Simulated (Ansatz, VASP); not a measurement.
**Two plane-wave programs on SnO2**

Contents of INCAR:

```
SYSTEM = SnO2
  PREC = Accurate
  ENCUT = 520
  EDIFF = 1E-6
  ISMEAR = 0
  SIGMA = 0.05
  LREAL = .FALSE.
  LASPH = .TRUE.
  NELM = 80
  ALGO = Normal
  ISIF = 2
  LWAVE = .FALSE.
  LCHARG = .TRUE.
  GGA = PS
  LELF = .TRUE.
  LVHAR = .TRUE.
  NBANDS = 20
```

KPOINTS

```
Automatic mesh
0
G
  12 12 12
  0 0 0
```

POSCAR

```
SnO2
1.0
    1.6053951392      0.9268753158      4.4103567215
   -1.6053951392      0.9268753158      4.4103567215
    0.0000000000     -1.8537506316      4.4103567215
Sn O
1 2
Direct
    0.5000000000      0.5000000000      0.5000000000
    0.2414378086      0.2414378086      0.2414378086
    0.7585621914      0.7585621914      0.7585621914
```

Input for Ansatz:

```yaml
crystal:
  lattice:
    - [1.6053951392, 0.9268753158, 4.4103567215]
    - [-1.6053951392, 0.9268753158, 4.4103567215]
    - [0.0, -1.8537506316, 4.4103567215]
  atoms:
    - { symbol: Sn, position: [0.5, 0.5, 0.5] }
    - { symbol: O, position: [0.2414378086, 0.2414378086, 0.2414378086] }
    - { symbol: O, position: [0.7585621914, 0.7585621914, 0.7585621914] }
basis:
  ecutwfc: 520.0
kpoints:
  mp_grid: { grid: [12, 12, 12] }
hamiltonian:
  xc: pbesol
  pseudopotentials: { kind: paw, azcp: { folder: soft_1 } }
scf:
  occupations: { method: gaussian, width: 0.05 }
output:
  forces: true
  stress: true
  eigenvalues: true
  write_density: true
  write_potential: true
  elf: true
  volumetric_format: npy
```

Alike in both runs: task single point; functional PBEsol; k mesh 12 × 12 × 12; occupations gaussian, width 0.05 eV; no spin polarisation.

|  | VASP | Ansatz |
| --- | --- | --- |
| version | VASP 6.6.1 | Ansatz 0.2.0 |
| potentials or method | VASP PAW PBE potentials, release 64 (Sn_d, O), cutoff 520 eV | scalar-relativistic, plane waves, PAW |
| valence electrons in the cell | 26 | 26 |

```tsv
	VASP	Ansatz	Ansatz less VASP
gap on the k mesh at the Fermi level (eV)	1.78	1.80	+0.017
least direct gap on the mesh (eV)	1.81	1.82	+0.014
pressure (GPa)	0.8	0.0	-0.74
traceless stress, the component that is largest in VASP (GPa)	-0.50	-0.01	+0.495
rms of the force components (eV/Å)	0.029	0.000	-0.0285
```

VASP's potentials were made for PBE, not for PBEsol, and Ansatz warns of the same on its side. Atom by atom the forces differ by 0.029 eV/Å (rms over components).
